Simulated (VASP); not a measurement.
Input of a VASP 6.6.1 run:

File INCAR:

```
ALGO = Normal
EDIFF = 1E-6
ENCUT = 520
GGA = PE
ISIF = 2
ISMEAR = 0
LASPH = T
LCHARG = F
LREAL = F
LWAVE = F
NBANDS = 15
NELM = 60
PREC = Accurate
SIGMA = 0.05
```

File KPOINTS:

```
k-points
0
Gamma
  6 6 6
```

The input POSCAR:

```
RbBr
1.0
    0.0000000000      3.2989687500      3.4275000000
    3.5560312500      0.0000000000      3.4275000000
    3.5560312500      3.2989687500      0.0000000000
Rb Br
1 1
Direct
    0.0000000000      0.0000000000      0.0000000000
    0.5000000000      0.5000000000      0.5000000000
```

Potentials or basis: VASP PAW PBE potentials, release 64 (Rb_sv, Br).

Launch:

```sh
$ cat potpaw_PBE.64/Rb_sv/POTCAR potpaw_PBE.64/Br/POTCAR > POTCAR
$ mpirun -np 1 vasp_std > vasp.out
```

**Question.** Estimate the band gap on the k mesh.

**Answer.** 4.30 eV.

**Question.** What does it give for the pressure?

**Answer.** 1.2 GPa.

Stress tensor (GPa, compression positive):
```
0.04 0.00 0.00
0.00 2.65 0.00
0.00 0.00 1.04
```

Caveat: the cell differs from its parent crystal (strain +0.0375 x Voigt [1, -1, 0, 0, 0, 0]).
